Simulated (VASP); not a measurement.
Set up this calculation in VASP 6.6.1, as the native input.

- Task: relaxation of the atoms
- Functional: PBEsol
- Potentials or basis: VASP PAW PBE potentials, release 64 (Mn_pv, O)
- Cutoff: 520 eV
- k mesh: 9 × 9 × 5
- Occupations: fermi-dirac, width 0.05 eV
- Spin: collinear spin, ferromagnetic start
- Starting moments: [4.0, 0.0, 0.0] μB
- Dipole correction: no
- Further INCAR settings: ALGO = Normal; EDIFF = 1e-06; IBRION = 2; EDIFFG = -0.01; NSW = 60

The structure of MnO2 lies in POSCAR:

```
MnO2
1.0
    2.8565781804      0.0000000000      0.0000000000
   -1.4282890902      2.4738692722      0.0000000000
    0.0000000000      0.0000000000      4.6473877995
Mn O
1 2
Direct
    0.0000000000      0.0000000000      0.5000000000
    0.3333333333      0.6666666667      0.7062925700
    0.6666666667      0.3333333333      0.2937074300
```

The input as run:

INCAR

```
ALGO = Normal
EDIFF = 1E-6
EDIFFG = -0.01
ENCUT = 520
GGA = PS
IBRION = 2
ISIF = 2
ISMEAR = -1
ISPIN = 2
LASPH = T
LCHARG = F
LMAXMIX = 4
LORBIT = 11
LREAL = F
LUSENCCL = F
LWAVE = F
MAGMOM = 4 0 0
NELM = 150
NSW = 60
PREC = Accurate
SIGMA = 0.05
```

KPOINTS

```
k-points
0
Gamma
  9 9 5
```

Potentials or basis: VASP PAW PBE potentials, release 64 (Mn_pv, O).

Command:

```bash
$ cat potpaw_PBE.64/Mn_pv/POTCAR potpaw_PBE.64/O/POTCAR > POTCAR
$ mpirun -np 1 vasp_std > vasp.out
```

It gave:

- Energy gained by relaxing: 1.2 meV/atom
- Ionic steps: 3
- Pressure after relaxing: -0.7 GPa
- Band gap on the k mesh: 0.70 eV (least direct gap 0.76 eV)
- Net moment: 3.00 μB per cell
- Site moments: Mn +2.83; O +0.04 μB
- Valence electrons inside the program's atomic spheres: Mn 11.78; O 4.98

Caveat: the PAW data sets were made with another functional, which shifts forces and pressure a little; a cell with one magnetic atom can't hold antiferromagnetic order, which such compounds often take.

Wall time 6.4 min on 1 × NVIDIA H100 80GB with 1 thread of AMD EPYC 7R13 Processor (Zen 3), on a shared host, peak memory 1.2 GiB.
